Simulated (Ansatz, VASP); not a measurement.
Two plane-wave programs on Ge

```
Ge
1.0
     2.52658   -4.17024    0.00000
     2.52658    4.17024    0.00000
     0.00000    0.00000    4.06310
Ge
4
Cartesian
  2.5266 2.9272 3.5175
  2.5266 -1.2430 2.5772
  2.5266 -2.9272 0.5456
  2.5266 1.2430 1.4859
```

Alike in both runs: functional PBE; k mesh 10 × 10 × 12; occupations gaussian, width 0.1 eV; no spin polarisation.

Ansatz relaxed the structure, and its values are those at the end. VASP's run is a single point on that final structure, the one shown.

|  | VASP | Ansatz |
| --- | --- | --- |
| version | VASP 6.6.1 | Ansatz 0.2.0 |
| potentials or method | VASP PAW PBE potentials, release 64 (Ge_d), cutoff 520 eV | scalar-relativistic, plane waves, PAW |
| valence electrons in the cell | 56 | 56 |

```csv
,VASP,Ansatz,Ansatz less VASP
gap on the k mesh at the Fermi level (eV),none,none,-
pressure (GPa),0.0,0.0,-0.03
```

A gap of «none» marks a metal or a gap that the smearing closes.
